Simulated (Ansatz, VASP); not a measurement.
**ZrC2 in VASP and in Ansatz**

```xyz
3
Lattice="3.1007 0.0000 0.0000 -1.5503 2.6852 0.0000 0.0000 0.0000 3.4235" Properties=species:S:1:pos:R:3 pbc="T T T"
Zr    0.0000    0.0000    0.0000
C     0.0000    1.7902    1.7110
C     1.5503    0.8951    1.7125
```

Change from the starting cell: ordered vacancies on the cation sites of nickel arsenide (P-3m1, No. 164).

Alike in both runs: functional PBE; k mesh 6 × 6 × 4; occupations gaussian, width 0.1 eV; no spin polarisation.

Ansatz relaxed the structure, and its values are those at the end. VASP's run is a single point on that final structure, the one shown.

|  | VASP | Ansatz |
| --- | --- | --- |
| version | VASP 6.6.1 | Ansatz 0.2.0 |
| potentials or method | VASP PAW PBE potentials, release 64 (Zr_sv, C), cutoff 520 eV | scalar-relativistic, plane waves, PAW |
| valence electrons in the cell | 20 | 20 |

```csv
,VASP,Ansatz,Ansatz less VASP
gap on the k mesh at the Fermi level (eV),none,none,-
pressure (GPa),0.0,-0.2,-0.18
```

A gap of «none» marks a metal or a gap that the smearing closes.

The k mesh is coarse, so the values compare programs but aren't converged.
